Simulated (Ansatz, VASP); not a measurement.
## Mo in VASP and in Ansatz

Contents of INCAR:

```
SYSTEM = Mo
PREC     = Accurate       ! precision mode
ENCUT    = 520            ! plane-wave cutoff, eV
EDIFF    = 1E-6           ! SCF threshold, eV
ISMEAR   = -1             ! smearing method
SIGMA    = 0.1            ! smearing width, eV
LREAL    = .FALSE.        ! projectors in reciprocal space
LASPH    = .TRUE.         ! aspherical terms in the spheres
NELM     = 60             ! most SCF steps
ALGO     = Normal         ! electronic algorithm
ISIF     = 2              ! what is computed and relaxed
LWAVE    = .FALSE.        ! write WAVECAR
LCHARG   = .FALSE.        ! write CHGCAR
GGA      = CA             ! functional
NBANDS   = 21             ! bands
```

KPOINTS

```
Automatic mesh
0
G
  16 16 8
  0 0 0
```

Contents of POSCAR:

```
Mo
1.0
   -1.8879010717      1.8877487679      1.3036405554
    1.8877487679     -1.8879010717      1.3036405554
    3.1105723228      3.1105723228     -1.3039195001
Mo
2
Direct
    0.9999662344      0.0000337656      0.0000000000
    0.7500337656      0.2499662344      0.5000000000
```

Input for Ansatz:

```yaml
crystal:
  lattice:
    - [-1.8879010717, 1.8877487679, 1.3036405554]
    - [1.8877487679, -1.8879010717, 1.3036405554]
    - [3.1105723228, 3.1105723228, -1.3039195001]
  atoms:
    - { symbol: Mo, position: [0.9999662344, 3.37656e-05, 0.0] }
    - { symbol: Mo, position: [0.7500337656, 0.2499662344, 0.5] }
hamiltonian:
  xc: lda
  pseudopotentials:
    kind: paw
    azcp:
      Mo: "pseudopotentials/Mo.paw.azcp"
basis:
  ecutwfc: 420
  fft_grid_basis: typed
kpoints:
  mp_grid: { grid: [16, 16, 8], shift: [0, 0, 0] }
magnetization:
  spin_polarized: false
scf:
  occupations: { method: fermi_dirac, width: 0.1 }
  lower_state_search: "off"
output:
  stress: true
  write_density: true
  write_potential: true
  elf: true
  volumetric_format: npy
```

Alike in both runs: task single point; functional LDA; k mesh 16 × 16 × 8; occupations fermi-dirac, width 0.1 eV; no spin polarisation.

|  | VASP | Ansatz |
| --- | --- | --- |
| version | VASP 6.6.1 | Ansatz 0.2.0 |
| potentials or method | VASP PAW LDA potentials, release 64 (Mo_sv), cutoff 520 eV | plane waves (420 eV) with PAW, scalar-relativistic |
| valence electrons in the cell | 28 | 28 |

```tsv
	VASP	Ansatz	Ansatz less VASP
pressure (GPa)	1.1	-0.1	-1.13
traceless stress, the component that is largest in VASP (GPa)	0.14	0.07	-0.064
```

Ansatz warns that its potentials were made for another functional, while VASP's fit it. LDA's correlation is that of Perdew and Zunger in VASP and of Perdew and Wang (1992) in Ansatz.
